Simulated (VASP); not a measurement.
Wanted: the native input for a VASP 6.6.1 run.

- Task: single point
- Functional: r2SCAN
- Potentials or basis: VASP PAW PBE potentials, release 64 (Al, Cu)
- Cutoff: 520 eV
- k mesh: 2 × 2 × 4
- Occupations: gaussian, width 0.1 eV
- Spin: no spin polarisation
- Dipole correction: no
- Further INCAR settings: ALGO = Normal; EDIFF = 1e-06; NBANDS = 16

The system is Al2Cu.

```
Al Cu
1.0
     4.08670    0.00135   -0.01002
     0.00135    4.10256    0.01784
    -0.00706    0.01256    2.90854
Al Cu
2 1
Direct
  0.46876 0.01180 0.47665
  0.02139 0.50743 0.42700
  0.02514 0.03529 0.01816
```

These files were run (other wordings do the same):

POSCAR

```
Al2Cu
1.0
    4.0866984621      0.0013549814     -0.0100177851
    0.0013549814      4.1025583957      0.0178365925
   -0.0070556074      0.0125624568      2.9085422956
Al Cu
2 1
Direct
    0.4687560276      0.0117958310      0.4766540501
    0.0213922591      0.5074259987      0.4270045301
    0.0251393845      0.0352885078      0.0181625366
```

INCAR.step1

```
SYSTEM = Al2Cu
  PREC = Accurate
  ENCUT = 520
  ISMEAR = 0
  SIGMA = 0.1
  LREAL = .FALSE.
  LASPH = .TRUE.
  NELM = 60
  NBANDS = 16
  GGA = PE
  ALGO = Normal
  EDIFF = 1E-4
  LWAVE = .TRUE.
  LCHARG = .FALSE.
```

INCAR.step2

```
SYSTEM = Al2Cu
  PREC = Accurate
  ENCUT = 520
  EDIFF = 1E-6
  ISMEAR = 0
  SIGMA = 0.1
  LREAL = .FALSE.
  LASPH = .TRUE.
  NELM = 60
  ALGO = Normal
  ISIF = 2
  LWAVE = .FALSE.
  LCHARG = .FALSE.
  METAGGA = R2SCAN
  LMIXTAU = .TRUE.
  NBANDS = 16
  ISTART = 1
```

KPOINTS

```
Automatic mesh
0
G
  2 2 4
  0 0 0
```

Potentials or basis: VASP PAW PBE potentials, release 64 (Al, Cu).

Command:

```console
$ cat potpaw_PBE.64/Al/POTCAR potpaw_PBE.64/Cu/POTCAR > POTCAR
$ cp INCAR.step1 INCAR
$ mpirun -np 1 vasp_std > vasp.out
$ cp INCAR.step2 INCAR
$ mpirun -np 1 vasp_std > vasp.out
```

It gave:

```
Pressure      : 5.4 GPa
Largest force : 2.377 eV/Å
```

Caveat: the k points lie up to 0.77 Å⁻¹ apart; the PAW data sets were made with another functional, which shifts forces and pressure a little.

It took 58 s on 1 thread of Intel Xeon 8259CL, with other jobs on the host, peak memory 0.17 GiB.
